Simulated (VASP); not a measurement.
**MgSn4N: single point with PBE**

Crystal: MgSn4N.

```
CELL_PARAMETERS angstrom
4.67555 0.00000 0.00000
0.00000 4.67555 0.00000
0.00000 0.00000 6.64297
ATOMIC_POSITIONS crystal
Mg 0.00000 0.00000 0.00000
Sn 0.50000 0.00000 0.71552
Sn 0.00000 0.50000 0.28448
Sn 0.50000 0.00000 0.28448
Sn 0.00000 0.50000 0.71552
N 0.50000 0.50000 0.50000
```

The cell was generated, and may not be a known phase.

- Program: VASP 6.6.1
- Task: single point
- Functional: PBE
- Potentials or basis: VASP PAW PBE potentials, release 64 (Mg, Sn_d, N)
- Cutoff: 520 eV
- k mesh: 4 × 4 × 4
- Occupations: gaussian, width 0.1 eV
- Spin: no spin polarisation
- Dipole correction: no
- Further INCAR settings: ALGO = Fast; EDIFF = 1e-06; NBANDS = 40

The pressure is -0.1 GPa and the largest force is 0.010 eV/Å. The band gap on the k mesh is zero (an odd number of electrons rules out a gap without spin polarisation).

Forces in eV/Å, atoms in the order of the input:
```
Mg   0.000  0.000  0.000
Sn   0.000  0.000  0.010
Sn   0.000  0.000 -0.010
Sn   0.000  0.000 -0.010
Sn   0.000  0.000  0.010
N    0.000  0.000  0.000
```

Stress tensor (GPa, compression positive):
```
-0.30  0.00  0.00
 0.00 -0.30  0.00
 0.00  0.00  0.25
```

Levels at points of the mesh, in eV from the Fermi level:
```
           k point  band 29  band 30  band 31  band 32  band 33  band 34
(0.00, 0.00, 0.00)    -1.55    -0.66    -0.53    -0.53    -0.46    -0.46
(0.50, 0.00, 0.00)    -1.49    -0.96    -0.55     0.27     1.21     1.55
(0.50, 0.50, 0.00)    -3.44    -2.91    -2.14     0.59     0.59     0.76
(0.00, 0.00, 0.50)    -1.53    -1.53    -1.48     0.39     0.39     0.77
(0.50, 0.00, 0.50)    -0.42    -0.27    -0.06    -0.02     0.33     0.84
(0.50, 0.50, 0.50)    -1.55    -1.55    -1.10     0.55     1.59     1.59
```

Run time: 2.4 min on 1 thread of Oxide Virtual Turin-like Processor, on a shared host, peak memory 0.24 GiB.

Caveat: spin-orbit coupling is left out, which moves the levels of the heavy elements.
